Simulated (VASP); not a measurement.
Set up this calculation in VASP 6.6.1, as the native input.

| Property | Result |
| --- | --- |
| Task | relaxation of cell and atoms |
| Functional | PBE |
| Potentials or basis | VASP PAW PBE potentials, release 64 (Na_pv, Os) |
| Cutoff | 600 eV |
| k mesh | 12 × 12 × 18 |
| Occupations | gaussian, width 0.1 eV |
| Spin | no spin polarisation |
| Dipole correction | no |
| Further INCAR settings | ALGO = Fast; EDIFF = 1e-07; IBRION = 2; EDIFFG = -0.01; NSW = 100; ISIF = 3 |

The structure of Na2Os lies in POSCAR:

```
Na2Os
1.0
    5.1852139390      0.0000000000      0.0000000000
   -2.5926069695      4.4905269952      0.0000000000
    0.0000000000      0.0000000000      2.4509634227
Na Os
2 1
Direct
    0.3333333333      0.6666666667      0.5000000000
    0.6666666667      0.3333333333      0.5000000000
    0.0000000000      0.0000000000      0.0000000000
```

The input as run:

INCAR

```
SYSTEM = Na2Os
  PREC = Accurate
  ENCUT = 600
  EDIFF = 1E-7
  ISMEAR = 0
  SIGMA = 0.1
  LREAL = .False.
  LASPH = .True.
  NELM = 80
  ALGO = Fast
  ISIF = 3
  LWAVE = .False.
  LCHARG = .False.
  GGA = PE
  IBRION = 2
  NSW = 100
  EDIFFG = -0.01
```

KPOINTS

```
regular mesh
0
Gamma
  12 12 18
  0 0 0
```

Potentials or basis: VASP PAW PBE potentials, release 64 (Na_pv, Os).

The run is started by

```sh
$ cat potpaw_PBE.64/Na_pv/POTCAR potpaw_PBE.64/Os/POTCAR > POTCAR
$ mpirun -np 1 vasp_std > vasp.out
```

Results of the run:

| Quantity | Value |
| --- | --- |
| Relaxed volume | 19.07 Å³/atom |
| Relaxed cell | a = 5.151 Å, b = 5.151 Å, c = 2.489 Å, α = 90.00°, β = 90.00°, γ = 120.00° |
| Space group after relaxing (to 0.1 Å) | P6/mmm (No. 191) |
| Energy gained by relaxing | 4.1 meV/atom |
| Ionic steps | 5 |
| Pressure after relaxing | -0.1 GPa |
| Band gap on the k mesh | zero (bands 11 and 12 overlap by 3.22 eV) |

Caveat: spin-orbit coupling is left out, which moves the levels of the heavy elements.

Run time: 4.1 min on 1 thread of Intel(R) Xeon(R) 6975P-C (Granite Rapids), with other jobs on the host, peak memory 0.35 GiB.
